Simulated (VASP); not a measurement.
# AgBr (Fm-3m) in VASP: notebook, part 2 of 2

VASP 6.6.1.

### 5 Single point, PBE (volume scaled by 1.020)

The input, INCAR:

```
PREC     = Accurate       # precision mode
ENCUT    = 500            # plane-wave cutoff, eV
EDIFF    = 1E-6           # SCF threshold, eV
ISMEAR   = 0              # smearing method
SIGMA    = 0.05           # smearing width, eV
LREAL    = False          # projectors in reciprocal space
LASPH    = True           # aspherical terms in the spheres
NELM     = 120            # most SCF steps
ALGO     = Normal         # electronic algorithm
ISIF     = 2              # what is computed and relaxed
LWAVE    = False          # write WAVECAR
LCHARG   = False          # write CHGCAR
GGA      = PE             # functional
NBANDS   = 16             # bands
GGA_COMPAT= False
```

The input, KPOINTS:

```
regular mesh
0
Gamma
  10 10 10
```

The input, POSCAR:

```
AgBr
1.0
    0.0000000000      2.9395957487      2.9395957487
    2.9395957487      0.0000000000      2.9395957487
    2.9395957487      2.9395957487      0.0000000000
Ag Br
1 1
Direct
    0.5000000000      0.5000000000      0.5000000000
    0.0000000000      0.0000000000      0.0000000000
```

Potentials or basis: VASP PAW PBE potentials, release 64 (Ag, Br).

Command:

```
$ cat potpaw_PBE.64/Ag/POTCAR potpaw_PBE.64/Br/POTCAR > POTCAR
$ mpirun -np 1 vasp_std > vasp.out
```

OUTCAR:

```text
PREC = Accurate
   ENCUT = 500
   EDIFF = 1E-6
   ISMEAR = 0
   LREAL = False
   LASPH = True
   NELM = 120
   ISIF = 2
   GGA = PE

 ion  position               nearest neighbor table
   1  0.500  0.500  0.500-   2 2.94   2 2.94   2 2.94   2 2.94   2 2.94   2 2.94
   2  0.000  0.000  0.000-   1 2.94   1 2.94   1 2.94   1 2.94   1 2.94   1 2.94

  LATTYP: Found a face centered cubic cell.
 ALAT       =     5.8791914974

  Lattice vectors:

 A1 = (   0.0000000000,   2.9395957487,   2.9395957487)
 A2 = (   2.9395957487,   0.0000000000,   2.9395957487)
[... 626 lines left out ...]
      5       0.2292      2.00000
      6       0.4954      2.00000
[... 8 lines left out ...]
     15      16.9566      0.00000
     16      17.6886      0.00000

 [... further k-points ...]
[... 5 lines left out ...]
  --------------------------------------------------------------------------------------
  -------------------------------------------------------------------------------------
  Total       -0.2383418     -0.2383418     -0.2383418      0.0000000      0.0000000      0.0000000
  in kB       -7.5165384     -7.5165384     -7.5165384      0.0000000      0.0000000      0.0000000
  external PRESSURE =      -7.5165384 kB  Pullay stress =       0.0000000 kB

 VOLUME and BASIS-vectors are now :
 -----------------------------------------------------------------------------
  energy-cutoff  :      500.00
  volume of cell :       50.80
      direct lattice vectors                 reciprocal lattice vectors
     0.000000000  2.939595749  2.939595749    -0.170091415  0.170091415  0.170091415
     2.939595749  0.000000000  2.939595749     0.170091415 -0.170091415  0.170091415
     2.939595749  2.939595749  0.000000000     0.170091415  0.170091415 -0.170091415

 POSITION                                       TOTAL-FORCE (eV/Angst)
 -----------------------------------------------------------------------------------
      2.93960      2.93960      2.93960        -0.000000     -0.000000     -0.000000
      0.00000      0.00000      0.00000         0.000000      0.000000      0.000000
 -----------------------------------------------------------------------------------
    total drift:                                0.000000      0.000000      0.000000

  FREE ENERGIE OF THE ION-ELECTRON SYSTEM (eV)
  ---------------------------------------------------
  free  energy   TOTEN  =        -4.9979662519 eV

  energy  without entropy=       -4.9979662519  energy(sigma->0) =       -4.99796625
```

OSZICAR:

```text
N       E                     dE             d eps       ncg     rms          rms(c)
DAV:   1     0.843467629369E+02    0.84347E+02   -0.81394E+03  1504   0.972E+02
DAV:   2    -0.249843516511E+01   -0.86845E+02   -0.80213E+02  1832   0.203E+02
DAV:   3    -0.511192313128E+01   -0.26135E+01   -0.26061E+01  1872   0.354E+01
DAV:   4    -0.512244441504E+01   -0.10521E-01   -0.10521E-01  1840   0.257E+00
DAV:   5    -0.512253081178E+01   -0.86397E-04   -0.86396E-04  1912   0.229E-01    0.489E+00
DAV:   6    -0.500223470542E+01    0.12030E+00   -0.18011E-01  1848   0.598E+00    0.325E+00
DAV:   7    -0.499778343257E+01    0.44513E-02   -0.63977E-02  1648   0.166E+00    0.143E+00
DAV:   8    -0.499786704806E+01   -0.83615E-04   -0.44692E-03  1808   0.666E-01    0.262E-01
DAV:   9    -0.499793018147E+01   -0.63133E-04   -0.50495E-04  1832   0.254E-01    0.369E-02
DAV:  10    -0.499795961165E+01   -0.29430E-04   -0.49964E-05  1984   0.888E-02    0.237E-02
DAV:  11    -0.499796645930E+01   -0.68476E-05   -0.14522E-05  1768   0.298E-02    0.617E-03
DAV:  12    -0.499796625191E+01    0.20739E-06   -0.10285E-06  1384   0.931E-03
   1 F= -.49979663E+01 E0= -.49979663E+01  d E =-.463315E-17
```

stdout:

```text
POSCAR found type information on POSCAR AgBr
 POSCAR found :  2 types and       2 ions
 scaLAPACK will be used
 LDA part: xc-table for (Slater+PW92), standard interpolation
 POSCAR, INCAR and KPOINTS ok, starting setup
 FFT: planning ... GRIDC
 FFT: planning ... GRID_SOFT
 FFT: planning ... GRID
 WAVECAR not read
 entering main loop
```

Wall time 40 s (1 thread of Intel Xeon Platinum 8259CL at 2.50GHz (Skylake/Cascade Lake), shared host); peak memory 0.18 GiB.

Results:

```
Free energy            : -4.9980 eV
Pressure               : -0.8 GPa
Band gap on the k mesh : 0.70 eV, indirect (least direct gap 2.38 eV)
```

### 6 Single point, PBE (volume scaled by 1.040)

The input, INCAR:

```
PREC = Accurate
ENCUT = 500
EDIFF = 1E-6
ISMEAR = 0
SIGMA = 0.05
LREAL = False
LASPH = True
NELM = 120
ALGO = Normal
ISIF = 2
LWAVE = False
LCHARG = False
GGA = PE
NBANDS = 16
GGA_COMPAT = False
```

The input, KPOINTS:

```
Automatic mesh
0
Gamma
  10 10 10
```

The input, POSCAR:

```
AgBr
1.0
    0.0000000000      2.9586845677      2.9586845677
    2.9586845677      0.0000000000      2.9586845677
    2.9586845677      2.9586845677      0.0000000000
Ag Br
1 1
Direct
    0.5000000000      0.5000000000      0.5000000000
    0.0000000000      0.0000000000      0.0000000000
```

Potentials or basis: VASP PAW PBE potentials, release 64 (Ag, Br).

Command:

```
$ cat potpaw_PBE.64/Ag/POTCAR potpaw_PBE.64/Br/POTCAR > POTCAR
$ mpirun -np 1 vasp_std > vasp.out
```

Run time: 27 s. Hardware: 1 thread of Intel Xeon Platinum 8259CL at 2.50GHz (Skylake/Cascade Lake), shared host; peak memory 0.19 GiB.

It converged, with:

```yaml
Free_energy: -4.9914 eV
Pressure: -1.4 GPa
Band_gap_on_the_k_mesh: 0.71 eV, indirect (least direct gap 2.32 eV)
```

Levels at points of the mesh, in eV from the valence-band top:
```csv
k point,band 6,band 7,band 8,band 9,band 10,band 11,band 12,band 13
"(0.00, 0.00, 0.00)",-2.44,-1.62,-1.62,-1.62,0.71,9.94,9.94,9.94
"(0.50, 0.00, 0.00)",-2.20,-1.90,0.00,0.00,3.98,6.07,6.92,6.92
"(0.50, 0.50, 0.00)",-2.32,-2.12,-2.12,-2.07,1.78,7.22,8.71,10.61
```

### 7 Summary

| level | cell | smearing | gap on the mesh (eV) | pressure (GPa) |
| --- | --- | --- | --- | --- |
| RPBE | a = 4.130 Å, angles 60.0°, 2 atoms | gaussian 0.05 eV | 0.86 | 2.6 |
| PBE | a = 4.130 Å, angles 60.0°, 2 atoms | tetrahedron | 0.69 | 0.0 |
| PBE+D3(BJ) | a = 4.130 Å, angles 60.0°, 2 atoms | gaussian 0.05 eV | 0.69 | -2.3 |
| PBE | a = 4.157 Å, angles 60.0°, 2 atoms | gaussian 0.05 eV | 0.70 | -0.8 |
| PBE | a = 4.184 Å, angles 60.0°, 2 atoms | gaussian 0.05 eV | 0.71 | -1.4 |

Alike in all rows: task single point; potentials or basis VASP PAW PBE potentials, release 64 (Ag, Br); no spin polarisation; k mesh 10 × 10 × 10; cutoff (eV) 500.

On the cell as given the gap runs from 0.69 eV (PBE) to 0.86 eV (RPBE). The pressure there spans -2.3 GPa (PBE+D3(BJ)) to 2.6 GPa (RPBE); a positive pressure means that this level wants a larger cell, a negative one a smaller.

Caveats: the PAW data sets were made with another functional, which shifts forces and pressure a little (some runs); three body term missing (some runs).

Total energies depend on the potentials used, so only differences within one code and one set of settings carry meaning.
